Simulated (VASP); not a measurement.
# Tl2BPd (Cmcm) in VASP: single point with PBE

Aim: the single point of Tl2BPd with PBE.

Everything below comes from runs of VASP 6.6.1. Logs are shortened: lines on timing, memory, paths and dates and some standing lists are left out, and cuts for length are marked.

## (1) The cell of the first run

The structure is orthorhombic, space group Cmcm (No. 63). The conventional cell has a = 4.080 Å, b = 9.844 Å, c = 7.416 Å, α = 90.00°, β = 90.00°, γ = 90.00°. Pd (site symmetry m2m) has 6 Tl at 2.62 Å and 3 B at 2.79 to 2.95 Å within 3.5 Å. B (site symmetry m2m) has 3 Pd at 2.79 to 2.95 Å and 10 Tl at 3.12 to 3.26 Å within 3.7 Å. Within 3.5 Å of Tl (site symmetry m) lie 3 Pd at 2.62 Å and 4 Tl at 2.94 to 3.02 Å and 5 B at 3.12 to 3.26 Å.

## (2) Single point, PBE

INCAR reads:

```
PREC = Accurate
ENCUT = 520
EDIFF = 1E-7
ISMEAR = 0
SIGMA = 0.0759
LREAL = F
LASPH = T
NELM = 60
ALGO = Normal
ISIF = 2
LWAVE = F
LCHARG = F
GGA = PE
NBANDS = 49
```

KPOINTS reads:

```
Automatic mesh
0
Gamma
  9 9 5
```

POSCAR reads:

```
Tl2BPd
1.0
    4.0800950000      0.0000000000      0.0000000000
    2.0400480000     -4.9217560000      0.0000000000
    0.0000000000      0.0000000000     -7.4156450000
Pd B Tl
2 2 4
Direct
    0.2830600000      0.4338800000      0.7500000000
    0.7169400000      0.5661200000      0.2500000000
    0.5669800000      0.8660400000      0.7500000000
    0.4330200000      0.1339600000      0.2500000000
    0.1440300000      0.7119400000      0.4487800000
    0.8559700000      0.2880600000      0.9487800000
    0.8559700000      0.2880600000      0.5512200000
    0.1440300000      0.7119400000      0.0512200000
```

Potentials or basis: VASP PAW PBE potentials, release 64 (Pd, B, Tl_d).

On the command line:

```
cat potpaw_PBE.64/Pd/POTCAR potpaw_PBE.64/B/POTCAR potpaw_PBE.64/Tl_d/POTCAR > POTCAR
mpirun -np 1 vasp_std > vasp.out
```

OUTCAR:

```text
PREC = Accurate
   ENCUT = 520
   EDIFF = 1E-7
   ISMEAR = 0
   LREAL = F
   LASPH = T
   NELM = 60
   ISIF = 2
   GGA = PE

 ion  position               nearest neighbor table
   1  0.283  0.434  0.750-   6 2.62   7 2.62   6 2.62   7 2.62   5 2.62   8 2.62   3 2.79
   2  0.717  0.566  0.250-   5 2.62   8 2.62   5 2.62   8 2.62   7 2.62   6 2.62   4 2.79
   3  0.567  0.866  0.750-   1 2.79   8 3.12   5 3.12   5 3.12   8 3.12
   4  0.433  0.134  0.250-   2 2.79   6 3.12   7 3.12   7 3.12   6 3.12
   5  0.144  0.712  0.449-   2 2.62   2 2.62   1 2.62   7 2.94   8 2.95   7 3.02   7 3.02   3 3.12
                             3 3.12
   6  0.856  0.288  0.949-   1 2.62   1 2.62   2 2.62   8 2.94   7 2.95   8 3.02   8 3.02   4 3.12
                             4 3.12
   7  0.856  0.288  0.551-   1 2.62   1 2.62   2 2.62   5 2.94   6 2.95   5 3.02   5 3.02   4 3.12
                             4 3.12
   8  0.144  0.712  0.051-   2 2.62   2 2.62   1 2.62   6 2.94   5 2.95   6 3.02   6 3.02   3 3.12
                             3 3.12

  LATTYP: Found a base centered orthorhombic cell.
 ALAT       =     4.0800950000
 B/A-ratio  =     2.4125693152
 C/A-ratio  =     1.8175177294

  Lattice vectors:

 A1 = (   2.0400470000,   4.9217560000,   0.0000000000)
 A2 = (   2.0400480000,  -4.9217560000,   0.0000000000)
 A3 = (   0.0000000000,   0.0000000000,  -7.4156450000)

Analysis of symmetry for initial positions (statically):
=====================================================================
 Subroutine PRICEL returns:
 Original cell was already a primitive cell.

 Routine SETGRP: Setting up the symmetry group for a
 base centered orthorhombic supercell.

 Subroutine GETGRP returns: Found  8 space group operations
 (whereof  4 operations were pure point group operations)
 out of a pool of  8 trial point group operations.

The static configuration has the point symmetry C_2h.
 The point group associated with its full space group is D_2h.

Analysis of symmetry for dynamics (positions and initial velocities):
=====================================================================
 Subroutine PRICEL returns:
 Original cell was already a primitive cell.

 Routine SETGRP: Setting up the symmetry group for a
 base centered orthorhombic supercell.

 Subroutine GETGRP returns: Found  8 space group operations
 (whereof  4 operations were pure point group operations)
 out of a pool of  8 trial point group operations.

The dynamic configuration has the point symmetry C_2h.
 The point group associated with its full space group is D_2h.

 Subroutine INISYM returns: Found  8 space group operations
 (whereof  4 operations are pure point group operations),
 and found     1 'primitive' translations

----------------------------------------------------------------------------------------

                                     Primitive cell

  volume of cell :     148.9153

  direct lattice vectors                    reciprocal lattice vectors
     4.080095000  0.000000000  0.000000000     0.245092332  0.101589783  0.000000000
     2.040048000 -4.921756000  0.000000000     0.000000000 -0.203179516  0.000000000
     0.000000000  0.000000000 -7.415645000     0.000000000  0.000000000 -0.134850037

  length of vectors
     4.080095000  5.327802358  7.415645000     0.265312524  0.203179516  0.134850037

  position of ions in fractional coordinates (direct lattice)
     0.283060000  0.433880000  0.750000000
     0.716940000  0.566120000  0.250000000
     0.566980000  0.866040000  0.750000000
     0.433020000  0.133960000  0.250000000
     0.144030000  0.711940000  0.448780000
     0.855970000  0.288060000  0.948780000
     0.855970000  0.288060000  0.551220000
     0.144030000  0.711940000  0.051220000

  ion indices of the primitive-cell ions
   primitive index   ion index
                 1           1
                 2           2
                 3           3
                 4           4
                 5           5
                 6           6
                 7           7
                 8           8

----------------------------------------------------------------------------------------

 KPOINTS: Automatic mesh

Automatic generation of k-mesh.
 Grid dimensions read from file:
 generate k-points for:    9    9    5

 Generating k-lattice:

  Cartesian coordinates                     Fractional coordinates (reciprocal lattice)
     0.027232481  0.011287754  0.000000000     0.111111111  0.000000000  0.000000000
     0.000000000 -0.022575502  0.000000000     0.000000000  0.111111111  0.000000000
     0.000000000  0.000000000 -0.026970007     0.000000000  0.000000000  0.200000000

  Length of vectors
     0.029479169  0.022575502  0.026970007

  Shift w.r.t. Gamma in fractional coordinates (k-lattice)
     0.000000000  0.000000000  0.000000000

 Subroutine IBZKPT returns following result:
 ===========================================

 Found     75 irreducible k-points:

 Following reciprocal coordinates:
            Coordinates               Weight
  0.000000  0.000000  0.000000      1.000000
  0.111111  0.000000  0.000000      4.000000
  0.222222  0.000000  0.000000      4.000000
  0.333333 -0.000000  0.000000      4.000000
  0.444444  0.000000  0.000000      4.000000
  0.000000  0.111111  0.000000      2.000000
[... 16 lines left out ...]
 -0.111111  0.333333  0.000000      4.000000
  0.000000  0.444444  0.000000      2.000000
 [... further k-points ...]
   k-points           NKPTS =     75   k-points in BZ     NKDIM =     75   number of bands    NBANDS=     49
   number of dos      NEDOS =    301   number of ions     NIONS =      8
   total plane-waves  NPLWV =  67200
   dimension x,y,z NGX =    30 NGY =   40 NGZ =   56
   dimension x,y,z NGXF=    60 NGYF=   80 NGZF=  112
   ions per type =               2   2   4
   NGX,Y,Z   is equivalent  to a cutoff of  12.22, 12.48, 12.55 a.u.
   NGXF,Y,Z  is equivalent  to a cutoff of  24.45, 24.96, 25.11 a.u.
 SYSTEM =  unknown system
   PREC   = accura    normal or accurate (medium, high low for compatibility)
   ISTART =      0    job   : 0-new  1-cont  2-samecut
   ICHARG =      2    charge: 1-file 2-atom 10-const
   ISPIN  =      1    spin polarized calculation?
   LNONCOLLINEAR =      F non collinear calculations
   LSORBIT =      F    spin-orbit coupling
   LASPH  =      T    aspherical Exc in radial PAW
   ENCUT  =  520.0 eV  38.22 Ry    6.18 a.u.   7.59  9.91 13.79*2*pi/ulx,y,z
   NELM   =     60;   NELMIN=  2; NELMDL= -5     # of ELM steps
   EDIFF  = 0.1E-06   stopping-criterion for ELM
   LREAL  =      F    real-space projection
   EDIFFG = 0.1E-05   stopping-criterion for IOM
   NSW    =      0    number of steps for IOM
   IBRION =     -1    ionic relax: 0-MD 1-quasi-New 2-CG
   NFREE  =      0    steps in history (QN), initial steepest desc. (CG)
   ISIF   =      2    stress and relaxation
   ISYM   =      2    0-nonsym 1-usesym 2-fastsym
   POTIM  = 0.5000    time-step for ionic-motion
   TEBEG  =    0.0;   TEEND  =   0.0 temperature during run
   PSTRESS=    0.0 pullay stress
   NELECT =      78.0000    total number of electrons
   NUPDOWN=      -1.0000    fix difference up-down
   EMIN   =  10.00;   EMAX   =-10.00  energy-range for DOS
   EFERMI =   0.00;   METHOD = LEGACY
   ISMEAR =     0;   SIGMA  =   0.08  broadening in eV -4-tet -1-fermi 0-gaus
   EFERMI_NEDOS =   21; number of points for ismear=-14 and -15
   IALGO  =     38    algorithm
   IMIX   =      4    mixing-type and parameters
     AMIX     =   0.40;   BMIX     =  1.00
     AMIX_MAG =   1.60;   BMIX_MAG =  1.00
  volume/ion in A,a.u.               =      18.61       125.62
  Fermi-wavevector in a.u.,A,eV,Ry     =   1.319654  2.493784 23.694349  1.741486
  Thomas-Fermi vector in A             =   2.449536
   LORBIT       =      0    0 simple, 1 ext, 2 COOP (PROOUT), +10 PAW based schemes
   GGA     = PE    functional components
   LHFCALC =     F    Hartree Fock is set to
   AEXX    =    0.0000 exact exchange contribution
   IVDW    =     0    specifies the selected vdW correction
   LEPSILON=     F    determine dielectric tensor
   LRPA    =     F    only Hartree local field effects (RPA)
 non-spin polarized calculation
 Gauss-broadening in eV      SIGMA  =   0.08
  energy-cutoff  :      520.00
  volume of cell :      148.92
 maximum number of plane-waves:      4042
   NGX = 15   NGY = 19   NGZ = 27

 number of electron      77.9999984 magnetization

 Free energy of the ion-electron system (eV)
  ---------------------------------------------------
  ext. energy  EPLUGINS =         0.00000000
  ---------------------------------------------------
  free energy    TOTEN  =       -22.98944549 eV

  energy without entropy =      -22.97857545  energy(sigma->0) =      -22.98401047

 E-fermi :   7.9554     XC(G=0): -11.3093

 val. band max:        7.9523702234   @ k =   0.0000   0.2222   0.4000
 cond. band min:       7.9567433042   @ k =   0.3333   0.1111   0.2000
 fundamental gap:      0.0043730808
 Fermi energy:         7.9554247962

 k-point     1 :       0.0000    0.0000    0.0000
  band No.  band energies     occupation
      1      -4.4371      2.00000
      2      -4.4001      2.00000
      3      -4.2855      2.00000
      4      -4.2538      2.00000
      5      -4.1881      2.00000
      6      -4.1059      2.00000
[... 41 lines left out ...]
     48      12.9415      0.00000
     49      13.3485      0.00000

 k-point     2 :       0.1111    0.0000    0.0000
  band No.  band energies     occupation
      1      -4.4350      2.00000
      2      -4.3876      2.00000
      3      -4.3281      2.00000
      4      -4.2122      2.00000
      5      -4.1906      2.00000
      6      -4.1415      2.00000
[... 41 lines left out ...]
     48      11.8461      0.00000
     49      13.8077      0.00000

 k-point     3 :       0.2222    0.0000    0.0000
  band No.  band energies     occupation
      1      -4.4373      2.00000
      2      -4.3987      2.00000
      3      -4.3378      2.00000
      4      -4.1949      2.00000
      5      -4.1735      2.00000
      6      -4.1549      2.00000
[... 1081 lines left out ...]
     48      13.3697      0.00000
     49      13.5026      0.00000

 k-point    24 :       0.0000    0.4444    0.0000
  band No.  band energies     occupation
      1      -4.5141      2.00000
      2      -4.4908      2.00000
      3      -4.4102      2.00000
      4      -4.3905      2.00000
      5      -4.3841      2.00000
      6      -4.3438      2.00000
[... 41 lines left out ...]
     48      13.6054      0.00000
     49      14.0130      0.00000

 [... further k-points ...]
[... 5 lines left out ...]
  --------------------------------------------------------------------------------------
  -------------------------------------------------------------------------------------
  Total       16.3495166      6.3078388     22.9520541     -0.0000006      0.0000000      0.0000000
  in kB      175.9042016     67.8659420    246.9408023     -0.0000069      0.0000000      0.0000000
  external PRESSURE =     163.5703153 kB  Pullay stress =       0.0000000 kB

 VOLUME and BASIS-vectors are now :
 -----------------------------------------------------------------------------
  energy-cutoff  :      520.00
  volume of cell :      148.92
      direct lattice vectors                 reciprocal lattice vectors
     4.080095000  0.000000000  0.000000000     0.245092332  0.101589783  0.000000000
     2.040048000 -4.921756000  0.000000000     0.000000000 -0.203179516  0.000000000
     0.000000000  0.000000000 -7.415645000     0.000000000  0.000000000 -0.134850037

 POSITION                                       TOTAL-FORCE (eV/Angst)
 -----------------------------------------------------------------------------------
      2.04005     -2.13545     -5.56173        -0.000000      0.098290      0.000000
      4.08010     -2.78630     -1.85391         0.000000     -0.098290     -0.000000
      4.08010     -4.26244     -5.56173         0.000000     -0.086013      0.000000
      2.04005     -0.65932     -1.85391        -0.000000      0.086013      0.000000
      2.04005     -3.50399     -3.32799         0.000000     -1.916083     -0.880165
      4.08010     -1.41776     -7.03582        -0.000000      1.916083     -0.880165
      4.08010     -1.41776     -4.08765        -0.000000      1.916083      0.880165
      2.04005     -3.50399     -0.37983         0.000000     -1.916083      0.880165
 -----------------------------------------------------------------------------------
    total drift:                                0.000000     -0.000000     -0.000000

  FREE ENERGIE OF THE ION-ELECTRON SYSTEM (eV)
  ---------------------------------------------------
  free  energy   TOTEN  =       -22.9894454934 eV

  energy  without entropy=      -22.9785754452  energy(sigma->0) =      -22.98401047
```

Run time: 15 min. Hardware: 1 thread of Intel Xeon 8259CL, shared host; peak memory 0.56 GiB.

Results:

```yaml
Free_energy: -22.9894 eV
Pressure: 16.4 GPa
Largest_force: 2.109 eV/Å
Band_gap_on_the_k_mesh: zero (bands 39 and 40 overlap by 2.05 eV)
```

Forces in eV/Å, atoms in the order of the input:
```
Pd   0.000  0.098  0.000
Pd   0.000 -0.098  0.000
B    0.000 -0.086  0.000
B    0.000  0.086  0.000
Tl   0.000 -1.916 -0.880
Tl   0.000  1.916 -0.880
Tl   0.000  1.916  0.880
Tl   0.000 -1.916  0.880
```

Caveat: the cell stands under pressure; spin-orbit coupling is left out, which moves the levels of the heavy elements; forces of over 1 eV/Å act on the atoms, so gaps and moduli don't describe the material at rest.
